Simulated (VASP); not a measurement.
Ga2O3, 10 atoms in the cell. It takes space group C2/m (No. 12, monoclinic). The conventional cell has a = 12.144 Å, b = 3.006 Å, c = 5.592 Å, α = 90.00°, β = 104.05°, γ = 90.00°. Ga (site symmetry m) has 4 O at 1.77 to 1.83 Å within 2.3 Å. Ga (site symmetry m) has 6 O at 1.90 to 2.03 Å within 2.5 Å. O (site symmetry m) has 3 Ga at 1.77 to 1.90 Å within 2.3 Å. Within 2.4 Å of O (site symmetry m) lie 4 Ga at 1.83 to 2.03 Å. Within 2.4 Å of O (site symmetry m) lie 3 Ga at 1.81 to 1.92 Å.  This cell differs from its parent crystal: strain -0.025 along x and y, -0.050 along z.

| Item | Value |
| --- | --- |
| Program | VASP 6.6.1 |
| Task | single point |
| Functional | PBE |
| Potentials or basis | VASP PAW PBE potentials, release 64 (Ga_d, O) |
| Cutoff | 600 eV |
| k mesh | 10 × 10 × 6 |
| Occupations | gaussian, width 0.05 eV |
| Spin | no spin polarisation |
| Dipole correction | no |
| Further INCAR settings | ALGO = Normal; EDIFF = 1e-06; NBANDS = 55 |

Potentials or basis: VASP PAW PBE potentials, release 64 (Ga_d, O).

The run is started by

```console
$ cat potpaw_PBE.64/Ga_d/POTCAR potpaw_PBE.64/O/POTCAR > POTCAR
$ mpirun -np 4 vasp_std > vasp.out
```

Hardware: 4 MPI ranks on Oxide Virtual Turin-like Processor, on a shared host.

How long does it take, and how much memory?

Wall time 27 min on 4 MPI ranks on Oxide Virtual Turin-like Processor, with other jobs on the host, peak memory 0.9 GiB a rank. Counts: scf iterations 15, k points 172.
